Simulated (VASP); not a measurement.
# GaSb (sol) (F-43m) in VASP: further runs

GaSb (sol) is run at these levels: PBEsol; tasks: single point, relaxation of cell and atoms.

Program: VASP 6.6.1. These are calculated values, not measurements. Logs are shortened: lines on timing, memory, paths and dates and some standing lists are left out, and cuts for length are marked.

### 1 The cell of the first run

It takes space group F-43m (No. 216, cubic). Conventional cell: a = 6.113 Å, b = 6.113 Å, c = 6.113 Å, α = 90.00°, β = 90.00°, γ = 90.00°. Ga (site symmetry -43m) has 4 Sb at 2.65 Å within 3.5 Å. Sb (site symmetry -43m) has 4 Ga at 2.65 Å within 3.5 Å.

### 2 Single point, PBEsol

File INCAR:

```
SYSTEM = GaSb
ALGO     = Normal         ! electronic algorithm
EDIFF    = 1E-6           ! SCF threshold, eV
ENCUT    = 520            ! plane-wave cutoff, eV
GGA      = PS             ! functional
ISIF     = 2              ! what is computed and relaxed
ISMEAR   = -1             ! smearing method
LASPH    = .True.         ! aspherical terms in the spheres
LCHARG   = .False.        ! write CHGCAR
LREAL    = .False.        ! projectors in reciprocal space
LWAVE    = .False.        ! write WAVECAR
NBANDS   = 16             ! bands
NELM     = 60             ! most SCF steps
PREC     = Accurate       ! precision mode
SIGMA    = 0.15           ! smearing width, eV
```

File KPOINTS:

```
k-points
0
Gamma
  12 12 12
  0 0 0
```

File POSCAR:

```
GaSb
1.0
    0.0000000000      3.0566904206      3.0566904206
    3.0566904206      0.0000000000      3.0566904206
    3.0566904206      3.0566904206      0.0000000000
Ga Sb
1 1
Direct
    0.0000000000      0.0000000000      0.0000000000
    0.2500000000      0.2500000000      0.2500000000
```

Potentials or basis: VASP PAW PBE potentials, release 64 (Ga_d, Sb).

The run is started by

```
cat potpaw_PBE.64/Ga_d/POTCAR potpaw_PBE.64/Sb/POTCAR > POTCAR
mpirun -np 1 vasp_std > vasp.out
```

OUTCAR:

```text
SYSTEM = GaSb
   EDIFF = 1E-6
   ENCUT = 520
   GGA = PS
   ISIF = 2
   ISMEAR = -1
   LASPH = .True.
   LREAL = .False.
   NELM = 60
   PREC = Accurate

 ion  position               nearest neighbor table
   1  0.000  0.000  0.000-   2 2.65   2 2.65   2 2.65   2 2.65
   2  0.250  0.250  0.250-   1 2.65   1 2.65   1 2.65   1 2.65

  LATTYP: Found a face centered cubic cell.
 ALAT       =     6.1133808412

  Lattice vectors:

 A1 = (   0.0000000000,   3.0566904206,   3.0566904206)
 A2 = (   3.0566904206,   0.0000000000,   3.0566904206)
 A3 = (   3.0566904206,   3.0566904206,   0.0000000000)

Analysis of symmetry for initial positions (statically):
=====================================================================
 Subroutine PRICEL returns:
 Original cell was already a primitive cell.

 Routine SETGRP: Setting up the symmetry group for a
 face centered cubic supercell.

 Subroutine GETGRP returns: Found 24 space group operations
 (whereof 24 operations were pure point group operations)
 out of a pool of 48 trial point group operations.

The static configuration has the point symmetry T_d .

Analysis of symmetry for dynamics (positions and initial velocities):
=====================================================================
 Subroutine PRICEL returns:
 Original cell was already a primitive cell.

 Routine SETGRP: Setting up the symmetry group for a
 face centered cubic supercell.

 Subroutine GETGRP returns: Found 24 space group operations
 (whereof 24 operations were pure point group operations)
 out of a pool of 48 trial point group operations.

The dynamic configuration has the point symmetry T_d .

 Subroutine INISYM returns: Found 24 space group operations
 (whereof 24 operations are pure point group operations),
 and found     1 'primitive' translations

----------------------------------------------------------------------------------------

                                     Primitive cell

  volume of cell :      57.1195

  direct lattice vectors                    reciprocal lattice vectors
     0.000000000  3.056690421  3.056690421    -0.163575610  0.163575610  0.163575610
     3.056690421  0.000000000  3.056690421     0.163575610 -0.163575610  0.163575610
     3.056690421  3.056690421  0.000000000     0.163575610  0.163575610 -0.163575610

  length of vectors
     4.322813049  4.322813049  4.322813049     0.283321267  0.283321267  0.283321267

  position of ions in fractional coordinates (direct lattice)
     0.000000000  0.000000000  0.000000000
     0.250000000  0.250000000  0.250000000

  ion indices of the primitive-cell ions
   primitive index   ion index
                 1           1
                 2           2

----------------------------------------------------------------------------------------

 KPOINTS: k-points

Automatic generation of k-mesh.
 Grid dimensions read from file:
 generate k-points for:   12   12   12

 Generating k-lattice:

  Cartesian coordinates                     Fractional coordinates (reciprocal lattice)
    -0.013631301  0.013631301  0.013631301     0.083333333  0.000000000  0.000000000
     0.013631301 -0.013631301  0.013631301     0.000000000  0.083333333  0.000000000
     0.013631301  0.013631301 -0.013631301     0.000000000  0.000000000  0.083333333

  Length of vectors
     0.023610106  0.023610106  0.023610106

  Shift w.r.t. Gamma in fractional coordinates (k-lattice)
     0.000000000  0.000000000  0.000000000

 Subroutine IBZKPT returns following result:
 ===========================================

 Found     72 irreducible k-points:

 Following reciprocal coordinates:
            Coordinates               Weight
  0.000000  0.000000  0.000000      1.000000
  0.083333  0.000000  0.000000      8.000000
  0.166667  0.000000  0.000000      8.000000
  0.250000  0.000000  0.000000      8.000000
  0.333333  0.000000  0.000000      8.000000
  0.416667  0.000000  0.000000      8.000000
[... 16 lines left out ...]
  0.500000  0.166667  0.000000     24.000000
 -0.416667  0.166667  0.000000     24.000000
 [... further k-points ...]
   k-points           NKPTS =     72   k-points in BZ     NKDIM =     72   number of bands    NBANDS=     16
   number of dos      NEDOS =    301   number of ions     NIONS =      2
   total plane-waves  NPLWV =  32768
   dimension x,y,z NGX =    32 NGY =   32 NGZ =   32
   dimension x,y,z NGXF=    64 NGYF=   64 NGZF=   64
   ions per type =               1   1
   NGX,Y,Z   is equivalent  to a cutoff of  12.31, 12.31, 12.31 a.u.
   NGXF,Y,Z  is equivalent  to a cutoff of  24.61, 24.61, 24.61 a.u.
 SYSTEM =  GaSb
   PREC   = accura    normal or accurate (medium, high low for compatibility)
   ISTART =      0    job   : 0-new  1-cont  2-samecut
   ICHARG =      2    charge: 1-file 2-atom 10-const
   ISPIN  =      1    spin polarized calculation?
   LNONCOLLINEAR =      F non collinear calculations
   LSORBIT =      F    spin-orbit coupling
   LASPH  =      T    aspherical Exc in radial PAW
   ENCUT  =  520.0 eV  38.22 Ry    6.18 a.u.   8.04  8.04  8.04*2*pi/ulx,y,z
   NELM   =     60;   NELMIN=  2; NELMDL= -5     # of ELM steps
   EDIFF  = 0.1E-05   stopping-criterion for ELM
   LREAL  =      F    real-space projection
[... 7 lines left out ...]
   TEBEG  =    0.0;   TEEND  =   0.0 temperature during run
   PSTRESS=    0.0 pullay stress
   NELECT =      18.0000    total number of electrons
   NUPDOWN=      -1.0000    fix difference up-down
   EMIN   =  10.00;   EMAX   =-10.00  energy-range for DOS
   EFERMI =   0.00;   METHOD = LEGACY
   ISMEAR =    -1;   SIGMA  =   0.15  broadening in eV -4-tet -1-fermi 0-gaus
   EFERMI_NEDOS =   21; number of points for ismear=-14 and -15
   IALGO  =     38    algorithm
   IMIX   =      4    mixing-type and parameters
     AMIX     =   0.40;   BMIX     =  1.00
     AMIX_MAG =   1.60;   BMIX_MAG =  1.00
  volume/ion in A,a.u.               =      28.56       192.73
  Fermi-wavevector in a.u.,A,eV,Ry     =   1.114049  2.105247 16.886255  1.241105
  Thomas-Fermi vector in A             =   2.250640
   LORBIT       =      0    0 simple, 1 ext, 2 COOP (PROOUT), +10 PAW based schemes
   GGA     = PS    functional components
   LHFCALC =     F    Hartree Fock is set to
   AEXX    =    0.0000 exact exchange contribution
   IVDW    =     0    specifies the selected vdW correction
   LEPSILON=     F    determine dielectric tensor
   LRPA    =     F    only Hartree local field effects (RPA)
 non-spin polarized calculation
  energy-cutoff  :      520.00
  volume of cell :       57.12
 maximum number of plane-waves:      1572
   NGX = 17   NGY = 17   NGZ = 17

 number of electron      17.9999985 magnetization

 Free energy of the ion-electron system (eV)
  ---------------------------------------------------
  ext. energy  EPLUGINS =         0.00000000
  ---------------------------------------------------
  free energy    TOTEN  =        -8.15710198 eV

  energy without entropy =       -8.15048332  energy(sigma->0) =       -8.15379265

 E-fermi :   4.9456     XC(G=0):  -9.2777

 val. band max:        4.7591698503   @ k =   0.0000   0.0000   0.0000
 cond. band min:       5.1042364217   @ k =   0.5000   0.0000   0.0000
 fundamental gap:      0.3450665714
 Fermi energy:         4.9455747925

 k-point     1 :       0.0000    0.0000    0.0000
  band No.  band energies     occupation
      1     -10.2464      2.00000
      2     -10.2464      2.00000
      3     -10.2464      2.00000
      4     -10.1956      2.00000
      5     -10.1956      2.00000
      6      -6.7679      2.00000
[... 8 lines left out ...]
     15      13.3574      0.00000
     16      13.3574      0.00000

 k-point     2 :       0.0833    0.0000    0.0000
  band No.  band energies     occupation
      1     -10.2484      2.00000
      2     -10.2455      2.00000
      3     -10.2455      2.00000
      4     -10.1957      2.00000
      5     -10.1957      2.00000
      6      -6.6959      2.00000
[... 8 lines left out ...]
     15      12.8069      0.00000
     16      12.8069      0.00000

 k-point     3 :       0.1667    0.0000    0.0000
  band No.  band energies     occupation
      1     -10.2538      2.00000
      2     -10.2433      2.00000
      3     -10.2433      2.00000
      4     -10.1959      2.00000
      5     -10.1959      2.00000
      6      -6.4844      2.00000
[... 8 lines left out ...]
     15      12.3214      0.00000
     16      12.3214      0.00000

 k-point     4 :       0.2500    0.0000    0.0000
  band No.  band energies     occupation
      1     -10.2610      2.00000
      2     -10.2404      2.00000
      3     -10.2404      2.00000
      4     -10.1960      2.00000
      5     -10.1960      2.00000
      6      -6.1488      2.00000
[... 8 lines left out ...]
     15      12.2994      0.00000
     16      12.2994      0.00000

 k-point     5 :       0.3333    0.0000    0.0000
  band No.  band energies     occupation
      1     -10.2681      2.00000
      2     -10.2378      2.00000
      3     -10.2378      2.00000
      4     -10.1959      2.00000
      5     -10.1959      2.00000
      6      -5.7281      2.00000
[... 8 lines left out ...]
     15      12.8277      0.00000
     16      12.8277      0.00000

 k-point     6 :       0.4167    0.0000    0.0000
  band No.  band energies     occupation
      1     -10.2733      2.00000
      2     -10.2360      2.00000
      3     -10.2360      2.00000
      4     -10.1955      2.00000
      5     -10.1955      2.00000
      6      -5.3201      2.00000
[... 8 lines left out ...]
     15      13.7748      0.00000
     16      13.7748      0.00000
[... 267 lines left out ...]
 k-point    21 :       0.3333    0.1667    0.0000
  band No.  band energies     occupation
      1     -10.2710      2.00000
      2     -10.2354      2.00000
      3     -10.2344      2.00000
      4     -10.1998      2.00000
      5     -10.1940      2.00000
      6      -5.7718      2.00000
[... 8 lines left out ...]
     15      13.3564      0.00000
     16      13.9124      0.00000

 k-point    22 :       0.4167    0.1667    0.0000
  band No.  band energies     occupation
      1     -10.2757      2.00000
      2     -10.2339      2.00000
      3     -10.2324      2.00000
      4     -10.1995      2.00000
      5     -10.1941      2.00000
      6      -5.3489      2.00000
[... 8 lines left out ...]
     15      13.9164      0.00000
     16      14.6139      0.00000

 k-point    23 :       0.5000    0.1667    0.0000
  band No.  band energies     occupation
      1     -10.2782      2.00000
      2     -10.2332      2.00000
      3     -10.2316      2.00000
      4     -10.1985      2.00000
      5     -10.1947      2.00000
      6      -4.9968      2.00000
[... 8 lines left out ...]
     15      14.4572      0.00000
     16      14.6684      0.00000

 k-point    24 :      -0.4167    0.1667    0.0000
  band No.  band energies     occupation
      1     -10.2781      2.00000
      2     -10.2332      2.00000
      3     -10.2321      2.00000
      4     -10.1973      2.00000
      5     -10.1957      2.00000
      6      -4.9385      2.00000
[... 8 lines left out ...]
     15      13.4126      0.00000
     16      13.8038      0.00000

 [... further k-points ...]

------------------------ aborting loop because EDIFF is reached ----------------------------------------

  FORCE on cell =-STRESS in cart. coord.  units (eV):
  Direction    XX          YY          ZZ          XY          YZ          ZX
  --------------------------------------------------------------------------------------
  -------------------------------------------------------------------------------------
  Total        0.0281605      0.0281605      0.0281605      0.0000000      0.0000000     -0.0000000
  in kB        0.7898898      0.7898898      0.7898898      0.0000000      0.0000000     -0.0000000
  external PRESSURE =       0.7898898 kB  Pullay stress =       0.0000000 kB

 VOLUME and BASIS-vectors are now :
 -----------------------------------------------------------------------------
  energy-cutoff  :      520.00
  volume of cell :       57.12
      direct lattice vectors                 reciprocal lattice vectors
     0.000000000  3.056690421  3.056690421    -0.163575610  0.163575610  0.163575610
     3.056690421  0.000000000  3.056690421     0.163575610 -0.163575610  0.163575610
     3.056690421  3.056690421  0.000000000     0.163575610  0.163575610 -0.163575610

 POSITION                                       TOTAL-FORCE (eV/Angst)
 -----------------------------------------------------------------------------------
      0.00000      0.00000      0.00000         0.000000     -0.000000      0.000000
      1.52835      1.52835      1.52835        -0.000000      0.000000     -0.000000
 -----------------------------------------------------------------------------------
    total drift:                                0.000000      0.000000      0.000000

  FREE ENERGIE OF THE ION-ELECTRON SYSTEM (eV)
  ---------------------------------------------------
  free  energy   TOTEN  =        -8.1571019798 eV

  energy  without entropy=       -8.1504833165  energy(sigma->0) =       -8.15379265
```

Wall time 36 s (1 thread of Intel Xeon Platinum 8488C (Sapphire Rapids), shared host); peak memory 0.21 GiB.

What came out:

| Quantity | Value |
| --- | --- |
| Free energy | -8.1571 eV |
| Pressure | 0.1 GPa |

Levels at points of the mesh, in eV from the Fermi level:
```csv
k point,band 6,band 7,band 8,band 9,band 10,band 11,band 12,band 13
"(0.00, 0.00, 0.00)",-11.71,-0.19,-0.19,-0.19,-0.19,2.56,2.56,2.56
"(0.50, 0.00, 0.00)",-10.08,-6.60,-1.36,-1.36,0.16,3.52,3.52,6.12
"(0.50, 0.50, 0.00)",-9.24,-7.03,-2.79,-2.79,0.64,0.96,8.49,8.49
```

Caveat: the PAW data sets were made with another functional, which shifts forces and pressure a little; spin-orbit coupling is left out, which moves the levels of the heavy elements.

### 3 Relaxation of cell and atoms, PBEsol

File INCAR:

```
PREC = Accurate
ENCUT = 600
EDIFF = 1E-6
ISMEAR = -1
SIGMA = 0.15
LREAL = False
LASPH = True
NELM = 80
ALGO = Normal
ISIF = 3
LWAVE = False
LCHARG = False
GGA = PS
IBRION = 2
NSW = 80
EDIFFG = -0.001
```

File KPOINTS:

```
Automatic mesh
0
Gamma
  12 12 12
```

File POSCAR:

```
GaSb
1.0
    0.0000000000      3.0559490354      3.0559490354
    3.0559490354      0.0000000000      3.0559490354
    3.0559490354      3.0559490354      0.0000000000
Ga Sb
1 1
Direct
    0.0000000000      0.0000000000      0.0000000000
    0.2500000000      0.2500000000      0.2500000000
```

Potentials or basis: VASP PAW PBE potentials, release 64 (Ga_d, Sb).

The run is started by

```
cat potpaw_PBE.64/Ga_d/POTCAR potpaw_PBE.64/Sb/POTCAR > POTCAR
mpirun -np 1 vasp_std > vasp.out
```

Wall time 4.9 min (1 thread of Intel Xeon Platinum 8488C (Sapphire Rapids), shared host); peak memory 0.25 GiB.

It converged, with:

| Quantity | Value |
| --- | --- |
| Free energy | -8.1570 eV |
| Relaxed volume | 28.59 Å³/atom |
| Relaxed cell | a = 4.325 Å, b = 4.325 Å, c = 4.325 Å, α = 60.00°, β = 60.00°, γ = 60.00° |
| Space group after relaxing (to 0.05 Å) | F-43m (No. 216) |
| Energy gained by relaxing | 0.0 meV/atom |
| Ionic steps | 32 |
| Pressure after relaxing | 0.0 GPa |
| Band gap on the k mesh | zero (filled and empty bands touch) |

Final structure:
```yaml
crystal:
  lattice:
    - [0.00000, 3.05794, 3.05794]
    - [3.05794, 0.00000, 3.05794]
    - [3.05794, 3.05794, 0.00000]
  atoms:
    - { symbol: Ga, position: [0.00000, 0.00000, 0.00000] }
    - { symbol: Sb, position: [0.25000, 0.25000, 0.25000] }
```

Levels at points of the mesh, in eV from the Fermi level:
| k point | band 5 | band 6 | band 7 | band 8 | band 9 | band 10 | band 11 | band 12 | band 13 |
| --- | --- | --- | --- | --- | --- | --- | --- | --- | --- |
| (0.00, 0.00, 0.00) | -15.14 | -11.70 | -0.19 | -0.19 | -0.19 | -0.19 | 2.57 | 2.57 | 2.57 |
| (0.50, 0.00, 0.00) | -15.14 | -10.07 | -6.59 | -1.35 | -1.35 | 0.16 | 3.52 | 3.52 | 6.13 |
| (0.50, 0.50, 0.00) | -15.13 | -9.24 | -7.03 | -2.78 | -2.78 | 0.65 | 0.97 | 8.48 | 8.48 |

Caveat: the PAW data sets were made with another functional, which shifts forces and pressure a little; spin-orbit coupling is left out, which moves the levels of the heavy elements.

### 4 Relaxation of cell and atoms, PBEsol

This run uses another cell than the first one, of 28.89 Å³/atom, 1.012 times its volume.

File INCAR:

```
SYSTEM = GaSb
ALGO = Normal ; EDIFF = 1E-6
EDIFFG = -0.002 ; ENCUT = 600
GGA = PS ; IBRION = 2
ISIF = 3 ; ISMEAR = 0
LASPH = .TRUE. ; LCHARG = .FALSE.
LREAL = .FALSE. ; LWAVE = .FALSE.
NELM = 60 ; NSW = 100
PREC = Accurate ; SIGMA = 0.1
```

File KPOINTS:

```
k-points
0
G
  12 12 12
  0 0 0
```

File POSCAR:

```
GaSb
1.0
    0.0000000000      3.0686043200      3.0686043200
    3.0686043200      0.0000000000      3.0686043200
    3.0686043200      3.0686043200      0.0000000000
Ga Sb
1 1
Direct
    0.0000000000      0.0000000000      0.0000000000
    0.2500000000      0.2500000000      0.2500000000
```

The run is started by

```
cat potpaw_PBE.64/Ga_d/POTCAR potpaw_PBE.64/Sb/POTCAR > POTCAR
mpirun -np 1 vasp_std > vasp.out
```

Run time: 2.8 min. Hardware: 1 thread of Intel Xeon Platinum 8488C (Sapphire Rapids), shared host; peak memory 0.25 GiB.

Results (log left out):

| Quantity | Value |
| --- | --- |
| Free energy | -8.1551 eV |
| Relaxed volume | 28.58 Å³/atom |
| Relaxed cell | a = 4.324 Å, b = 4.324 Å, c = 4.324 Å, α = 60.00°, β = 60.00°, γ = 60.00° |
| Space group after relaxing (to 0.05 Å) | F-43m (No. 216) |
| Energy gained by relaxing | 0.6 meV/atom |
| Ionic steps | 9 |
| Pressure after relaxing | 0.0 GPa |

The path:
| step | energy change (eV) | largest force (eV/Å) | pressure (GPa) | volume (Å³) |
| --- | --- | --- | --- | --- |
| 1 | 0.0000 | 0.0000 | -0.57 | 57.79 |
| 2 | -0.0010 | 0.0000 | 0.17 | 56.94 |
| 3 | -0.0011 | 0.0000 | -0.01 | 57.14 |
| 4 | -0.0011 | 0.0000 | 0.04 | 57.13 |
| 5 | -0.0011 | 0.0000 | -0.06 | 57.18 |
| 6 | -0.0011 | 0.0000 | 0.04 | 57.15 |
| 7 | -0.0011 | 0.0000 | -0.02 | 57.16 |
| 8 | -0.0011 | 0.0000 | -0.03 | 57.16 |
| 9 | -0.0011 | 0.0000 | -0.01 | 57.15 |

Final structure:
```xyz
2
Lattice="0.0000 3.0573 3.0573 3.0573 0.0000 3.0573 3.0573 3.0573 0.0000" Properties=species:S:1:pos:R:3 pbc="T T T"
Ga    0.0000    0.0000    0.0000
Sb    1.5286    1.5286    1.5286
```

Levels at points of the mesh, in eV from the Fermi level:
| k point | band 6 | band 7 | band 8 | band 9 | band 10 | band 11 | band 12 | band 13 |
| --- | --- | --- | --- | --- | --- | --- | --- | --- |
| (0.00, 0.00, 0.00) | -11.57 | -0.06 | -0.06 | -0.06 | -0.05 | 2.70 | 2.70 | 2.70 |
| (0.50, 0.00, 0.00) | -9.94 | -6.46 | -1.22 | -1.22 | 0.29 | 3.66 | 3.66 | 6.26 |
| (0.50, 0.50, 0.00) | -9.10 | -6.90 | -2.65 | -2.65 | 0.78 | 1.10 | 8.62 | 8.62 |

Caveat: the PAW data sets were made with another functional, which shifts forces and pressure a little; spin-orbit coupling is left out, which moves the levels of the heavy elements.

### 5 Overview

```tsv
task	cell	cutoff (eV)	smearing	pressure (GPa)	relaxed volume (Å³/atom)
single point	a = 4.323 Å, angles 60.0°, 2 atoms	520	fermi-dirac 0.15 eV	0.1	-
relaxation of cell and atoms	relaxed from a = 4.322 Å, angles 60.0°, 2 atoms	600	fermi-dirac 0.15 eV	0.0	28.59
relaxation of cell and atoms	relaxed from a = 4.340 Å, angles 60.0°, 2 atoms	600	gaussian 0.1 eV	0.0	28.58
```

Alike in all rows: level PBEsol; potentials or basis VASP PAW PBE potentials, release 64 (Ga_d, Sb); no spin polarisation; k mesh 12 × 12 × 12.

Caveats: the PAW data sets were made with another functional, which shifts forces and pressure a little; spin-orbit coupling is left out, which moves the levels of the heavy elements.

Absolute energies hang on the potentials; compare differences alone.
